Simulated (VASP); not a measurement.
# ScAl2Sb2As (Cmmm) in VASP: relaxation of cell and atoms with PBE

Aim: the relaxation of cell and atoms of ScAl2Sb2As with PBE.

Program: VASP 6.6.1. These are calculated values, not measurements. Logs are shortened: lines on timing, memory, paths and dates and some standing lists are left out, and cuts for length are marked.

## (1) The cell of the first run

It takes space group Cmmm (No. 65, orthorhombic). Conventional cell: a = 7.804 Å, b = 9.750 Å, c = 4.091 Å, α = 90.00°, β = 90.00°, γ = 90.00°. Sc (site symmetry mmm) has 2 Sb at 2.83 Å and 8 Al at 3.73 Å within 3.8 Å. Al (site symmetry 2/m) has 4 Sb at 2.85 Å and 2 As at 3.12 Å and 4 Sc at 3.73 Å and 4 Al at 3.90 to 4.09 Å within 4.1 Å. Sb (site symmetry m2m) has 1 Sc at 2.83 Å and 4 Al at 2.85 Å and 2 As at 2.90 Å within 3.7 Å. Within 3.8 Å of As (site symmetry mmm) lie 4 Sb at 2.90 Å and 4 Al at 3.12 Å.

The cell was generated, and may not be a known phase.

## (2) Relaxation of cell and atoms, PBE

Input file INCAR:

```
PREC = Accurate ; ENCUT = 600
EDIFF = 1E-6 ; ISMEAR = 0
SIGMA = 0.1 ; LREAL = False
LASPH = True ; NELM = 60
ALGO = Normal ; ISIF = 3
LWAVE = False ; LCHARG = False
GGA = PE ; IBRION = 2
NSW = 100 ; EDIFFG = -0.01
```

Input file KPOINTS:

```
Automatic mesh
0
Gamma
  6 6 10
```

Input file POSCAR:

```
ScAl2Sb2As
1.0
    3.9019505234     -4.8749158279      0.0000000000
    3.9019505234      4.8749158279      0.0000000000
    0.0000000000      0.0000000000      4.0907893225
Sc Al Sb As
1 2 2 1
Direct
    0.0000000000      0.0000000000      0.0000000000
    0.5000000000      0.0000000000      0.5000000000
    0.0000000000      0.5000000000      0.5000000000
    0.7101866839      0.2898133161      0.0000000000
    0.2898133161      0.7101866839      0.0000000000
    0.5000000000      0.5000000000      0.5000000000
```

Potentials or basis: VASP PAW PBE potentials, release 64 (Sc_sv, Al, Sb, As).

Started as:

```
$ cat potpaw_PBE.64/Sc_sv/POTCAR potpaw_PBE.64/Al/POTCAR potpaw_PBE.64/Sb/POTCAR potpaw_PBE.64/As/POTCAR > POTCAR
$ mpirun -np 1 vasp_std > vasp.out
```

OUTCAR:

```text
PREC = Accurate
   ENCUT = 600
   EDIFF = 1E-6
   ISMEAR = 0
   LREAL = False
   LASPH = True
   NELM = 60
   ISIF = 3
   GGA = PE
   IBRION = 2
   NSW = 100
   EDIFFG = -0.01

 ion  position               nearest neighbor table
   1  0.000  0.000  0.000-   4 2.83   5 2.83
   2  0.500  0.000  0.500-   4 2.85   5 2.85   4 2.85   5 2.85   6 3.12   6 3.12
   3  0.000  0.500  0.500-   4 2.85   5 2.85   4 2.85   5 2.85   6 3.12   6 3.12
   4  0.710  0.290  0.000-   1 2.83   2 2.85   3 2.85   2 2.85   3 2.85   6 2.90   6 2.90
   5  0.290  0.710  0.000-   1 2.83   2 2.85   3 2.85   2 2.85   3 2.85   6 2.90   6 2.90
   6  0.500  0.500  0.500-   4 2.90   5 2.90   4 2.90   5 2.90   2 3.12   3 3.12   2 3.12   3 3.12

  LATTYP: Found a base centered orthorhombic cell.
 ALAT       =     7.8039010468
 B/A-ratio  =     1.2493535730
 C/A-ratio  =     0.5241980002

  Lattice vectors:

 A1 = (   3.9019505234,  -4.8749158279,   0.0000000000)
 A2 = (   3.9019505234,   4.8749158279,   0.0000000000)
 A3 = (   0.0000000000,   0.0000000000,   4.0907893225)

Analysis of symmetry for initial positions (statically):
=====================================================================
 Subroutine PRICEL returns:
 Original cell was already a primitive cell.

 Routine SETGRP: Setting up the symmetry group for a
 base centered orthorhombic supercell.

 Subroutine GETGRP returns: Found  8 space group operations
 (whereof  8 operations were pure point group operations)
 out of a pool of  8 trial point group operations.

The static configuration has the point symmetry D_2h.

Analysis of symmetry for dynamics (positions and initial velocities):
=====================================================================
 Subroutine PRICEL returns:
 Original cell was already a primitive cell.

 Routine SETGRP: Setting up the symmetry group for a
 base centered orthorhombic supercell.

 Subroutine GETGRP returns: Found  8 space group operations
 (whereof  8 operations were pure point group operations)
 out of a pool of  8 trial point group operations.

The dynamic configuration has the point symmetry D_2h.

 Subroutine INISYM returns: Found  8 space group operations
 (whereof  8 operations are pure point group operations),
 and found     1 'primitive' translations

----------------------------------------------------------------------------------------

                                     Primitive cell

  volume of cell :     155.6274

  direct lattice vectors                    reciprocal lattice vectors
     3.901950523 -4.874915828  0.000000000     0.128141040 -0.102565873  0.000000000
     3.901950523  4.874915828  0.000000000     0.128141040  0.102565873  0.000000000
     0.000000000  0.000000000  4.090789323     0.000000000  0.000000000  0.244451601

  length of vectors
     6.244199085  6.244199085  4.090789323     0.164133740  0.164133740  0.244451601

  position of ions in fractional coordinates (direct lattice)
     0.000000000  0.000000000  0.000000000
     0.500000000  0.000000000  0.500000000
     0.000000000  0.500000000  0.500000000
     0.710186684  0.289813316  0.000000000
     0.289813316  0.710186684  0.000000000
     0.500000000  0.500000000  0.500000000

  ion indices of the primitive-cell ions
   primitive index   ion index
                 1           1
                 2           2
                 3           3
                 4           4
                 5           5
                 6           6

----------------------------------------------------------------------------------------

 KPOINTS: Automatic mesh

Automatic generation of k-mesh.
 Grid dimensions read from file:
 generate k-points for:    6    6   10

 Generating k-lattice:

  Cartesian coordinates                     Fractional coordinates (reciprocal lattice)
     0.021356840 -0.017094312  0.000000000     0.166666667  0.000000000  0.000000000
     0.021356840  0.017094312  0.000000000     0.000000000  0.166666667  0.000000000
     0.000000000  0.000000000  0.024445160     0.000000000  0.000000000  0.100000000

  Length of vectors
     0.027355623  0.027355623  0.024445160

  Shift w.r.t. Gamma in fractional coordinates (k-lattice)
     0.000000000  0.000000000  0.000000000

 Subroutine IBZKPT returns following result:
 ===========================================

 Found     78 irreducible k-points:

 Following reciprocal coordinates:
            Coordinates               Weight
  0.000000  0.000000  0.000000      1.000000
  0.166667  0.000000  0.000000      4.000000
  0.333333  0.000000  0.000000      4.000000
  0.500000 -0.000000  0.000000      2.000000
  0.166667  0.166667  0.000000      2.000000
  0.333333  0.166667  0.000000      4.000000
[... 16 lines left out ...]
  0.333333  0.333333  0.100000      4.000000
  0.500000  0.333333  0.100000      8.000000
 [... further k-points ...]
   k-points           NKPTS =     78   k-points in BZ     NKDIM =     78   number of bands    NBANDS=     20
   number of dos      NEDOS =    301   number of ions     NIONS =      6
   total plane-waves  NPLWV =  90000
   dimension x,y,z NGX =    50 NGY =   50 NGZ =   36
   dimension x,y,z NGXF=   100 NGYF=  100 NGZF=   72
   ions per type =               1   2   2   1
   NGX,Y,Z   is equivalent  to a cutoff of  13.31, 13.31, 14.63 a.u.
   NGXF,Y,Z  is equivalent  to a cutoff of  26.62, 26.62, 29.26 a.u.
 SYSTEM =  unknown system
   PREC   = accura    normal or accurate (medium, high low for compatibility)
   ISTART =      0    job   : 0-new  1-cont  2-samecut
   ICHARG =      2    charge: 1-file 2-atom 10-const
   ISPIN  =      1    spin polarized calculation?
   LNONCOLLINEAR =      F non collinear calculations
   LSORBIT =      F    spin-orbit coupling
   LASPH  =      T    aspherical Exc in radial PAW
   ENCUT  =  600.0 eV  44.10 Ry    6.64 a.u.  12.47 12.47  8.17*2*pi/ulx,y,z
   NELM   =     60;   NELMIN=  2; NELMDL= -5     # of ELM steps
   EDIFF  = 0.1E-05   stopping-criterion for ELM
   LREAL  =      F    real-space projection
   EDIFFG = -.1E-01   stopping-criterion for IOM
   NSW    =    100    number of steps for IOM
   IBRION =      2    ionic relax: 0-MD 1-quasi-New 2-CG
   NFREE  =      1    steps in history (QN), initial steepest desc. (CG)
   ISIF   =      3    stress and relaxation
   ISYM   =      2    0-nonsym 1-usesym 2-fastsym
   POTIM  = 0.5000    time-step for ionic-motion
   TEBEG  =    0.0;   TEEND  =   0.0 temperature during run
   PSTRESS=    0.0 pullay stress
   NELECT =      32.0000    total number of electrons
   NUPDOWN=      -1.0000    fix difference up-down
   EMIN   =  10.00;   EMAX   =-10.00  energy-range for DOS
   EFERMI =   0.00;   METHOD = LEGACY
   ISMEAR =     0;   SIGMA  =   0.10  broadening in eV -4-tet -1-fermi 0-gaus
   EFERMI_NEDOS =   21; number of points for ismear=-14 and -15
   IALGO  =     38    algorithm
   IMIX   =      4    mixing-type and parameters
     AMIX     =   0.40;   BMIX     =  1.00
     AMIX_MAG =   1.60;   BMIX_MAG =  1.00
  volume/ion in A,a.u.               =      25.94       175.04
  Fermi-wavevector in a.u.,A,eV,Ry     =   0.966265  1.825976 12.703320  0.933668
  Thomas-Fermi vector in A             =   2.096052
   LORBIT       =      0    0 simple, 1 ext, 2 COOP (PROOUT), +10 PAW based schemes
   GGA     = PE    functional components
   LHFCALC =     F    Hartree Fock is set to
   AEXX    =    0.0000 exact exchange contribution
   IVDW    =     0    specifies the selected vdW correction
   LEPSILON=     F    determine dielectric tensor
   LRPA    =     F    only Hartree local field effects (RPA)
 conjugate gradient relaxation of ions
 non-spin polarized calculation
 Gauss-broadening in eV      SIGMA  =   0.10
  energy-cutoff  :      600.00
  volume of cell :      155.63
 maximum number of plane-waves:      5224
 NGX is ok and might be reduce to    50
   NGX = 25   NGY = 25   NGZ = 17

--------------------------------------- Ionic step        1  -------------------------------------------

 number of electron      31.9999998 magnetization

 Free energy of the ion-electron system (eV)
  ---------------------------------------------------
  ext. energy  EPLUGINS =         0.00000000
  ---------------------------------------------------
  free energy    TOTEN  =       -25.02282293 eV

  energy without entropy =      -25.00356014  energy(sigma->0) =      -25.01319153

------------------------ aborting loop because EDIFF is reached ----------------------------------------

  FORCE on cell =-STRESS in cart. coord.  units (eV):
  Direction    XX          YY          ZZ          XY          YZ          ZX
  --------------------------------------------------------------------------------------
  -------------------------------------------------------------------------------------
  Total        0.4076998     -0.2555574      0.2742300      0.0000000      0.0000000      0.0000000
  in kB        4.1972520     -2.6309527      2.8231866      0.0000000      0.0000000      0.0000000
  external PRESSURE =       1.4631620 kB  Pullay stress =       0.0000000 kB
[... 305 lines left out ...]
  energy  without entropy=      -25.0058801032  energy(sigma->0) =      -25.01557950

--------------------------------------- Ionic step        9  -------------------------------------------

 number of electron      31.9999996 magnetization

 Free energy of the ion-electron system (eV)
  ---------------------------------------------------
  ext. energy  EPLUGINS =         0.00000000
  ---------------------------------------------------
  free energy    TOTEN  =       -25.02536509 eV

  energy without entropy =      -25.00610190  energy(sigma->0) =      -25.01573349

 E-fermi :   5.7039     XC(G=0):  -9.3184

 val. band max:        5.6987180222   @ k =   0.5000   0.1667   0.3000
 cond. band min:       5.7089020562   @ k =   0.3333   0.3333   0.1000
 fundamental gap:      0.0101840340
 Fermi energy:         5.7039208968

 k-point     1 :       0.0000    0.0000    0.0000
  band No.  band energies     occupation
      1     -45.0856      2.00000
      2     -23.8855      2.00000
      3     -23.6660      2.00000
      4     -23.5506      2.00000
      5      -7.0968      2.00000
      6      -4.3501      2.00000
[... 12 lines left out ...]
     19       6.3654      0.00000
[... 513 lines left out ...]
      4     -23.5507      2.00000
      5      -6.6840      2.00000
      6      -5.2390      2.00000
[... 12 lines left out ...]
     19       6.3719      0.00000
     20       6.4885      0.00000

 [... further k-points ...]

------------------------ aborting loop because EDIFF is reached ----------------------------------------

  FORCE on cell =-STRESS in cart. coord.  units (eV):
  Direction    XX          YY          ZZ          XY          YZ          ZX
  --------------------------------------------------------------------------------------
  -------------------------------------------------------------------------------------
  Total       -0.0270372     -0.0127762      0.0347080      0.0000000      0.0000000      0.0000000
  in kB       -0.2770426     -0.1309140      0.3556438      0.0000000      0.0000000      0.0000000
  external PRESSURE =      -0.0174376 kB  Pullay stress =       0.0000000 kB
[... 21 lines left out ...]
  FREE ENERGIE OF THE ION-ELECTRON SYSTEM (eV)
  ---------------------------------------------------
  free  energy   TOTEN  =       -25.0253650866 eV

  energy  without entropy=      -25.0061018987  energy(sigma->0) =      -25.01573349

 reached required accuracy - stopping structural energy minimisation
```

It took 34 min on 1 thread of Oxide Virtual Turin-like, shared host; peak memory 0.54 GiB.

Results:

* Free energy: -25.0254 eV
* Relaxed volume: 26.06 Å³/atom
* Relaxed cell: a = 6.234 Å, b = 6.234 Å, c = 4.114 Å, α = 90.00°, β = 90.00°, γ = 102.00°
* Space group after relaxing (to 0.1 Å): Cmmm (No. 65)
* Energy gained by relaxing: 0.4 meV/atom
* Ionic steps: 9
* Pressure after relaxing: 0.0 GPa
* Largest force after relaxing: 0.006 eV/Å
* Band gap on the k mesh: zero (bands 16 and 17 overlap by 1.26 eV)

Forces in eV/Å, atoms in the order of the input:
```
Sc   0.000  0.000  0.000
Al   0.000  0.000  0.000
Al   0.000  0.000  0.000
Sb   0.000 -0.006  0.000
Sb   0.000  0.006  0.000
As   0.000  0.000  0.000
```

The path:
| step | energy change (eV) | largest force (eV/Å) | pressure (GPa) | volume (Å³) |
| --- | --- | --- | --- | --- |
| 1 | 0.0000 | 0.0402 | 0.15 | 155.63 |
| 2 | -0.0018 | 0.0102 | 0.01 | 156.16 |
| 3 | -0.0022 | 0.0278 | -0.12 | 156.80 |
| 4 | -0.0023 | 0.0147 | -0.08 | 156.59 |
| 5 | -0.0024 | 0.0187 | 0.02 | 156.30 |
| 6 | -0.0024 | 0.0193 | 0.03 | 156.31 |
| 7 | -0.0024 | 0.0187 | 0.02 | 156.33 |
| 8 | -0.0025 | 0.0126 | 0.01 | 156.34 |
| 9 | -0.0025 | 0.0059 | 0.00 | 156.36 |

Final structure:
```
CELL_PARAMETERS angstrom
3.92288 -4.84455 0.00000
3.92288 4.84455 0.00000
0.00000 0.00000 4.11374
ATOMIC_POSITIONS crystal
Sc 0.00000 0.00000 0.00000
Al 0.50000 0.00000 0.50000
Al 0.00000 0.50000 0.50000
Sb 0.71000 0.29000 0.00000
Sb 0.29000 0.71000 0.00000
As 0.50000 0.50000 0.50000
```

Caveat: spin-orbit coupling is left out, which moves the levels of the heavy elements.
